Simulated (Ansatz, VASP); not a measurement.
## Sr: VASP beside Ansatz

```xyz
1
Lattice="-2.4490 2.4490 2.4490 2.4490 -2.4490 2.4490 2.4490 2.4490 -2.4490" Properties=species:S:1:pos:R:3 pbc="T T T"
Sr    0.0000    0.0000    0.0000
```

Change from the starting cell: volume scaled by 1.03, PAW files.

Alike in both runs: task electric field gradients; functional PBE; k mesh 12 × 12 × 12; occupations fermi-dirac, width 0.05 eV; no spin polarisation.

```csv
,VASP,Ansatz
version,VASP 6.6.1,Ansatz 0.2.0
potentials or method,"VASP PAW PBE potentials, release 64 (Sr_sv)","PAW with Ansatz's default frozen-core files, scalar-relativistic"
plane-wave cutoff (eV),520,420
valence electrons in the cell,10,10
```

|  | VASP | Ansatz | Ansatz less VASP |
| --- | --- | --- | --- |
| pressure (GPa) | -0.8 | -0.8 | 0.00 |
